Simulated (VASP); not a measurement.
Ca4Dy, 5 atoms in the cell. The structure is tetragonal, space group P4/mmm (No. 123). Conventional cell: a = 4.583 Å, b = 4.583 Å, c = 8.837 Å, α = 90.00°, β = 90.00°, γ = 90.00°. Within 4.3 Å of Ca (site symmetry mmm) lie 8 Ca at 3.24 to 3.57 Å. Within 4.4 Å of Ca (site symmetry 4mm) lie 5 Ca at 3.36 to 3.57 Å and 4 Dy at 3.65 Å. Within 5.0 Å of Dy (site symmetry 4/mmm) lie 16 Ca at 3.65 to 4.98 Å and 4 Dy at 4.58 Å. 

| Item | Value |
| --- | --- |
| Program | VASP 6.6.1 |
| Task | single point |
| Functional | PBE |
| Potentials or basis | VASP PAW PBE potentials, release 64 (Ca_sv, Dy_3), 4f in core |
| Cutoff | 500 eV |
| k mesh | 8 × 8 × 4 |
| Occupations | gaussian, width 0.1 eV |
| Spin | no spin polarisation |
| Dipole correction | no |
| Mended | yes |
| Further INCAR settings | ALGO = Normal; EDIFF = 1e-06; NBANDS = 32 |

Potentials or basis: VASP PAW PBE potentials, release 64 (Ca_sv, Dy_3), 4f in core.

Run with:

```console
$ cat potpaw_PBE.64/Ca_sv/POTCAR potpaw_PBE.64/Dy_3/POTCAR > POTCAR
$ mpirun -np 1 vasp_std > vasp.out
```

Hardware: 1 thread of AMD EPYC 7R13 Processor (Zen 3), on a shared host.

Question: How long does it take, and how much memory?

Answer: It took 3.2 min on 1 thread of AMD EPYC 7R13 Processor (Zen 3), on a shared host, peak memory 0.38 GiB. Counts: scf iterations 14, k points 45.
